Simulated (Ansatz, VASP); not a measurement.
**Two plane-wave programs on PtS2**

The input INCAR:

```
ALGO = Normal
EDIFF = 1E-7
ENCUT = 520
GGA = PS
ISIF = 2
ISMEAR = -1
LASPH = T
LCHARG = F
LREAL = F
LWAVE = F
NBANDS = 18
NELM = 60
PREC = Accurate
SIGMA = 0.5
```

Contents of KPOINTS:

```
k-points
0
Gamma
  6 6 4
```

The input POSCAR:

```
PtS2
1.0
    3.5526240934      0.0000000000      0.0000000000
   -1.7763120467      3.0766627150      0.0000000000
    0.0000000000      0.0000000000      5.1228306371
Pt S
1 2
Direct
    0.0000000000      0.0000000000      0.0000000000
    0.3333333333      0.6666666667      0.2392542165
    0.6666666667      0.3333333333      0.7607457835
```

Input for Ansatz:

```yaml
crystal:
  lattice:
    - [3.5526240934, 0.0, 0.0]
    - [-1.7763120467, 3.076662715, 0.0]
    - [0.0, 0.0, 5.1228306371]
  atoms:
    - { symbol: Pt, position: [0.0, 0.0, 0.0] }
    - { symbol: S, position: [0.3333333333, 0.6666666667, 0.2392542165] }
    - { symbol: S, position: [0.6666666667, 0.3333333333, 0.7607457835] }
kpoints:
  mp_grid: { grid: [6, 6, 4] }
hamiltonian:
  xc: pbesol
scf:
  occupations: { method: fermi_dirac, width: 0.5 }
  n_extra_bands: 4
output:
  forces: true
  stress: true
  eigenvalues: true
```

Alike in both runs: task single point; functional PBEsol; k mesh 6 × 6 × 4; occupations fermi-dirac, width 0.5 eV; no spin polarisation.

|  | VASP | Ansatz |
| --- | --- | --- |
| version | VASP 6.6.1 | Ansatz 0.2.0 |
| potentials or method | VASP PAW PBE potentials, release 64 (Pt, S) | plane waves |
| plane-wave cutoff (eV) | 520 | 420 |
| valence electrons in the cell | 22 | 30 |

```csv
,VASP,Ansatz,Ansatz less VASP
pressure (GPa),0.2,0.5,+0.24
"traceless stress, the component that is largest in VASP (GPa)",-1.15,-1.27,-0.120
rms of the force components (eV/Å),0.036,0.045,+0.0090
```

VASP's potentials were made for PBE, not for PBEsol. Atom by atom the forces differ by 0.009 eV/Å (rms over components). VASP's potentials hold 22 valence electrons a cell and Ansatz's 30, so a difference there can come from the potentials and not from the codes.

Spin-orbit coupling is off throughout.
